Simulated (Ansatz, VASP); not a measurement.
## WSe2 in VASP and in Ansatz

```xyz
3
Lattice="3.3555 0.0000 0.0000 -1.6778 2.9060 0.0000 0.0000 0.0000 6.6785" Properties=species:S:1:pos:R:3 pbc="T T T"
W     0.0000    0.0000    0.0000
Se    0.0000    1.9373    1.6065
Se    0.0000    1.9373    5.0719
```

Change from the starting cell: strain +e along x and -e along y +0.0000, strain +e along z and -e/2 along x and y -0.0467.

Alike in both runs: task single point; functional PBE; dispersion D3(BJ); k mesh 9 × 9 × 4; occupations gaussian, width 0.05 eV; no spin polarisation.

```csv
,VASP,Ansatz
version,VASP 6.6.1,Ansatz 0.2.0
potentials or method,"VASP PAW PBE potentials, release 64 (W_sv, Se), cutoff 520 eV","scalar-relativistic, plane waves, PAW"
valence electrons in the cell,26,46
```

VASP gave:

* gap on the k mesh at the Fermi level (eV): 0.68
* least direct gap on the mesh (eV): 1.25
* pressure (GPa): 1.8
* traceless stress, the component that is largest in VASP (GPa): 7.07
* rms of the force components (eV/Å): 0.410

Task: What did Ansatz give for the same quantities?

Result: gap on the k mesh at the Fermi level (eV): 0.69; least direct gap on the mesh (eV): 1.25; pressure (GPa): 1.5; traceless stress, the component that is largest in VASP (GPa): 7.00; rms of the force components (eV/Å): 0.386.

Atom by atom the forces differ by 0.024 eV/Å (rms over components). VASP's potentials hold 26 valence electrons a cell and Ansatz's 46, so a difference there can come from the potentials and not from the codes.

Spin-orbit coupling is off throughout.
